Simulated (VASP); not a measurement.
Write the native input for VASP 6.6.1 that does the following.

```
Task                   : single point
Functional             : PBE
Potentials or basis    : VASP PAW PBE potentials, release 64 (Al, Ga_d, N)
Cutoff                 : 520 eV
k mesh                 : 12 × 12 × 12
Occupations            : gaussian, width 0.02 eV
Spin                   : no spin polarisation
Dipole correction      : no
Further INCAR settings : ALGO = Normal; EDIFF = 1e-07; NBANDS = 31
```

The structure of AlGa2N3 lies in POSCAR:

```
AlGa2N3
1.0
   -1.6232339128      1.6232339128      6.8705930748
    1.6232339128     -1.6232339128      6.8705930748
    1.6232339128      1.6232339128     -6.8705930748
Al Ga N
1 2 3
Direct
    0.5000000000      0.5000000000      0.0000000000
    0.8353340807      0.8353340807      0.0000000000
    0.1646659193      0.1646659193      0.0000000000
    0.4215195773      0.9215195773      0.5000000000
    0.0784804227      0.5784804227      0.5000000000
    0.7500000000      0.2500000000      0.5000000000
```

The input as run:

INCAR

```
SYSTEM = AlGa2N3
ALGO = Normal ; EDIFF = 1E-7
ENCUT = 520 ; GGA = PE
ISIF = 2 ; ISMEAR = 0
LASPH = .True. ; LCHARG = .False.
LREAL = .False. ; LWAVE = .False.
NBANDS = 31 ; NELM = 100
PREC = Accurate ; SIGMA = 0.02
```

KPOINTS

```
k-points
0
Gamma
  12 12 12
  0 0 0
```

Potentials or basis: VASP PAW PBE potentials, release 64 (Al, Ga_d, N).

The run is started by

```console
$ cat potpaw_PBE.64/Al/POTCAR potpaw_PBE.64/Ga_d/POTCAR potpaw_PBE.64/N/POTCAR > POTCAR
$ mpirun -np 1 vasp_std > vasp.out
```

Results of the run:

The pressure is -9.2 GPa, the largest force is 0.032 eV/Å and the band gap on the k mesh is 1.85 eV.

Caveat: the cell stands under tension.

Wall time 43 min on 1 thread of Intel Xeon 8259CL, with other jobs on the host, peak memory 0.63 GiB.
